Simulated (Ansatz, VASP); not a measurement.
**ZnS: VASP beside Ansatz**

```
Zn S
1.0
     0.04082    2.72156    2.72156
     2.76239    0.00000    2.76239
     2.72156    2.72156    0.04082
Zn S
1 1
Cartesian
  0.0000 0.0000 0.0000
  4.1436 4.0823 4.1436
```

Change from the starting cell: strain +0.0300 x Voigt [0, 0, 0, 0, 1, 0], atoms carried along.

Alike in both runs: task single point; functional PBE; k mesh 8 × 8 × 8; occupations gaussian, width 0.05 eV; no spin polarisation.

|  | VASP | Ansatz |
| --- | --- | --- |
| version | VASP 6.6.1 | Ansatz 0.2.0 |
| potentials or method | VASP PAW PBE potentials, release 64 (Zn, S), cutoff 520 eV | scalar-relativistic, plane waves, PAW |
| valence electrons in the cell | 18 | 18 |

```tsv
	VASP	Ansatz	Ansatz less VASP
gap on the k mesh at the Fermi level (eV)	1.96	1.96	-0.003
least direct gap on the mesh (eV)	1.96	1.96	-0.003
pressure (GPa)	0.3	0.1	-0.14
traceless stress, the component that is largest in VASP (GPa)	-1.93	-1.92	+0.015
rms of the force components (eV/Å)	0.087	0.085	-0.0015
```

Atom by atom the forces differ by 0.002 eV/Å (rms over components).
